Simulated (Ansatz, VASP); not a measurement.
## One calculation of Ti, two programs

File POSCAR:

```
Ti
1.0
    0.0000000000      2.0046250000      2.0300000000
    2.0553750000      0.0000000000      2.0300000000
    2.0553750000      2.0046250000      0.0000000000
Ti
1
Direct
    0.0000000000      0.0000000000      0.0000000000
```

Contents of INCAR.step1:

```
SYSTEM = Ti
PREC     = Accurate       ! precision mode
ENCUT    = 520            ! plane-wave cutoff, eV
ISMEAR   = 0              ! smearing method
SIGMA    = 0.15           ! smearing width, eV
LREAL    = .FALSE.        ! projectors in reciprocal space
LASPH    = .TRUE.         ! aspherical terms in the spheres
NELM     = 80             ! most SCF steps
NBANDS   = 12             ! bands
GGA      = PE             ! functional
ALGO     = Normal         ! electronic algorithm
EDIFF    = 1E-4           ! SCF threshold, eV
LWAVE    = .TRUE.         ! write WAVECAR
LCHARG   = .FALSE.        ! write CHGCAR
```

File INCAR.step2:

```
SYSTEM = Ti
PREC     = Accurate       ! precision mode
ENCUT    = 520            ! plane-wave cutoff, eV
EDIFF    = 1E-6           ! SCF threshold, eV
ISMEAR   = 0              ! smearing method
SIGMA    = 0.15           ! smearing width, eV
LREAL    = .FALSE.        ! projectors in reciprocal space
LASPH    = .TRUE.         ! aspherical terms in the spheres
NELM     = 80             ! most SCF steps
ALGO     = Normal         ! electronic algorithm
ISIF     = 2              ! what is computed and relaxed
LWAVE    = .FALSE.        ! write WAVECAR
LCHARG   = .FALSE.        ! write CHGCAR
METAGGA  = R2SCAN         ! meta-GGA
LMIXTAU  = .TRUE.       
NBANDS   = 12             ! bands
ISTART   = 1
```

KPOINTS

```
regular mesh
0
G
  20 20 20
  0 0 0
```

Input for Ansatz:

```yaml
crystal:
  lattice:
    - [0.0, 2.004625, 2.03]
    - [2.055375, 0.0, 2.03]
    - [2.055375, 2.004625, 0.0]
  atoms:
    - { symbol: Ti, position: [0.0, 0.0, 0.0] }
basis:
  ecutwfc: 500
kpoints:
  mp_grid: { grid: [20, 20, 20] }
hamiltonian:
  xc: r2scan
scf:
  occupations: { method: gaussian, width: 0.15 }
output:
  forces: true
  stress: true
  eigenvalues: true
```

Change from the starting cell: strain +0.0125 x Voigt [1, -1, 0, 0, 0, 0], atoms carried along.

Alike in both runs: task single point; functional r2SCAN; k mesh 20 × 20 × 20; occupations gaussian, width 0.15 eV; no spin polarisation.

|  | VASP | Ansatz |
| --- | --- | --- |
| version | VASP 6.6.1 | Ansatz 0.2.0 |
| potentials or method | VASP PAW PBE potentials, release 64 (Ti_sv), cutoff 520 eV | scalar-relativistic, plane waves, PAW |
| valence electrons in the cell | 12 | 12 |

Ansatz gave:

| Quantity | Value |
| --- | --- |
| gap on the k mesh at the Fermi level (eV) | none |
| pressure (GPa) | 4.4 |
| traceless stress, the component that is largest in VASP (GPa) | 0.42 |

Problem. What did VASP give for the same quantities?

Solution. gap on the k mesh at the Fermi level (eV): none; pressure (GPa): 4.9; traceless stress, the component that is largest in VASP (GPa): 0.43.

VASP's potentials were made for PBE, not for r2SCAN. A gap of «none» marks a metal or a gap that the smearing closes. With one functional, cell and mesh, what is left measures potentials, basis and numerics.
